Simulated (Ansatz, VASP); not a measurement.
# CdSiN2: VASP beside Ansatz

The input INCAR:

```
SYSTEM = CdSiN2
ALGO = Normal ; EDIFF = 1E-6
ENCUT = 520 ; GGA = PE
ISIF = 2 ; ISMEAR = -1
LASPH = .True. ; LCHARG = .True.
LELF = .True. ; LREAL = .False.
LVHAR = .True. ; LWAVE = .False.
NBANDS = 36 ; NELM = 80
PREC = Accurate ; SIGMA = 0.02
```

Contents of KPOINTS:

```
k-points
0
Gamma
  6 6 2
  0 0 0
```

The input POSCAR:

```
CdSiN2
1.0
    3.1134437739      0.0000000000      0.0000000000
    0.0000000000      3.1134437739      0.0000000000
    0.0000000000      0.0000000000     10.4155514210
Cd N Si
2 4 2
Direct
    0.5000000000      0.0000000000      0.8612896092
    0.0000000000      0.5000000000      0.1387103908
    0.5000000000      0.5000000000      0.0000000000
    0.0000000000      0.0000000000      0.3241738653
    0.5000000000      0.5000000000      0.5000000000
    0.0000000000      0.0000000000      0.6758261347
    0.5000000000      0.0000000000      0.3956506726
    0.0000000000      0.5000000000      0.6043493274
```

Input for Ansatz:

```yaml
crystal:
  lattice:
    - [3.1134437739, 0.0, 0.0]
    - [0.0, 3.1134437739, 0.0]
    - [0.0, 0.0, 10.415551421]
  atoms:
    - { symbol: Cd, position: [0.5, 0.0, 0.8612896092] }
    - { symbol: "N", position: [0.5, 0.5, 0.0] }
    - { symbol: Cd, position: [0.0, 0.5, 0.1387103908] }
    - { symbol: "N", position: [0.0, 0.0, 0.3241738653] }
    - { symbol: Si, position: [0.5, 0.0, 0.3956506726] }
    - { symbol: "N", position: [0.5, 0.5, 0.5] }
    - { symbol: Si, position: [0.0, 0.5, 0.6043493274] }
    - { symbol: "N", position: [0.0, 0.0, 0.6758261347] }
kpoints:
  mp_grid: { grid: [6, 6, 2] }
hamiltonian:
  xc: pbe
scf:
  occupations: { method: fermi_dirac, width: 0.02 }
  n_extra_bands: 6
output:
  forces: true
  stress: true
  eigenvalues: true
```

Alike in both runs: task single point; functional PBE; k mesh 6 × 6 × 2; occupations fermi-dirac, width 0.02 eV; no spin polarisation.

```csv
,VASP,Ansatz
version,VASP 6.6.1,Ansatz 0.2.0
potentials or method,"VASP PAW PBE potentials, release 64 (Cd, N, Si)","plane waves, PAW"
plane-wave cutoff (eV),520,420
valence electrons in the cell,52,68
```

VASP gave:

* pressure (GPa): 0.8
* rms of the force components (eV/Å): 0.055

Which values does Ansatz return?

Pressure (GPa): 0.1; rms of the force components (eV/Å): 0.012.

VASP's potentials hold 52 valence electrons a cell and Ansatz's 68, so a difference there can come from the potentials and not from the codes.
